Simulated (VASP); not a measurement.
## LiMgBN2: single point with PBEsol

The system is LiMgBN2.

```
Li Mg B N
1.0
    -1.97745    1.97745    4.95470
     1.97745   -1.97745    4.95470
     1.97745    1.97745   -4.95470
Li Mg B N
1 1 1 2
Cartesian
  1.9774 0.0000 2.4773
  0.0000 1.9774 2.4773
  0.0000 0.0000 4.9547
  0.0000 0.0000 6.4583
  0.0000 0.0000 3.4511
```

```
Program             : VASP 6.6.1
Task                : single point
Functional          : PBEsol
Potentials or basis : VASP PAW PBE potentials, release 64 (Li_sv, Mg, B, N)
Cutoff              : 750 eV
k mesh              : 8 × 8 × 8
Occupations         : gaussian, width 0.05 eV
Spin                : no spin polarisation
```

```json
{
  "Pressure": "-18.3 GPa",
  "Largest force": "4.275 eV/Å",
  "Band gap on the k mesh": "2.02 eV (least direct gap 3.05 eV)"
}
```

Forces in eV/Å, atoms in the order of the input:
```
Li   0.000  0.000  0.000
Mg   0.000  0.000  0.000
B    0.000  0.000  0.000
N    0.000  0.000 -4.275
N    0.000  0.000  4.275
```

Stress tensor (GPa, compression positive):
```
 -7.31   0.00   0.00
  0.00  -7.31   0.00
  0.00   0.00 -40.41
```

Levels at points of the mesh, in eV from the valence-band top:
```
           k point  band 6  band 7  band 8  band 9  band 10  band 11  band 12  band 13
(0.00, 0.00, 0.00)   -1.55   -1.55   -1.09   -1.09     2.02     5.26     6.22     6.22
(0.50, 0.00, 0.00)   -2.33   -1.73   -1.19   -0.49     4.33     4.92     5.77     6.75
(0.50, 0.50, 0.00)   -3.06   -2.33   -1.70   -0.48     4.37     4.55     5.36     6.55
(0.50, 0.50, 0.50)   -2.22   -2.22    0.00    0.00     3.36     4.99     5.29     5.29
```

Run time: 7 min on 1 thread of Intel Xeon 8259CL, on a shared host, peak memory 0.5 GiB.

Caveat: the cell stands under tension; the PAW data sets were made with another functional, which shifts forces and pressure a little. A k mesh can miss the band edges.
